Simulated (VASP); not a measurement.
Here is a VASP 6.6.1 calculation.

INCAR

```
PREC = Accurate ; ENCUT = 520
EDIFF = 1E-6 ; ISMEAR = -1
SIGMA = 0.1 ; LREAL = Auto
LASPH = True ; NELM = 100
ALGO = Normal ; ISIF = 2
LWAVE = False ; LCHARG = False
GGA = PE ; IVDW = 12
NBANDS = 38
```

File KPOINTS:

```
regular mesh
0
Gamma
  2 3 1
```

The input POSCAR:

```
Al16H
1.0
    8.1000000000      0.0000000000      0.0000000000
    0.0000000000      5.7275650000      0.0000000000
    0.0000000000      0.0000000000     16.2956740000
Al H
16 1
Direct
    0.2500000000      0.2500000000      0.0613660000
    0.7500000000      0.2500000000      0.0613660000
    0.2500000000      0.7500000000      0.0613660000
    0.7500000000      0.7500000000      0.0613660000
    0.0002365441     -0.0016833813      0.1369629161
    0.5002844129      0.0012562607      0.1385045420
    0.0002724830      0.4998815781      0.1374011467
    0.5002720162      0.5011610608      0.1385238562
    0.2544945122      0.2521993052      0.2252098520
    0.7477551966      0.2521949397      0.2252480188
    0.2549308573      0.7526592114      0.2286701865
    0.7476609360      0.7526885279      0.2287049182
    0.0016745732     -0.0002965503      0.3013414370
    0.5013885908      0.0049679594      0.3061212860
    0.0017465415      0.5114562654      0.3015341381
    0.5013134000      0.4989488148      0.3059879737
    1.0009742353      0.2594113158      0.3675843063
```

Potentials or basis: VASP PAW PBE potentials, release 64 (Al, H).

Command:

```bash
$ cat potpaw_PBE.64/Al/POTCAR potpaw_PBE.64/H/POTCAR > POTCAR
$ mpirun -np 1 vasp_std > vasp.out
```

(1) What does it give for the dispersion energy per atom?

(2) What does it give for the largest force?

## Answers

(1) -0.200 eV.

(2) 0.123 eV/Å.

Caveat: the k points lie up to 0.39 Å⁻¹ apart.
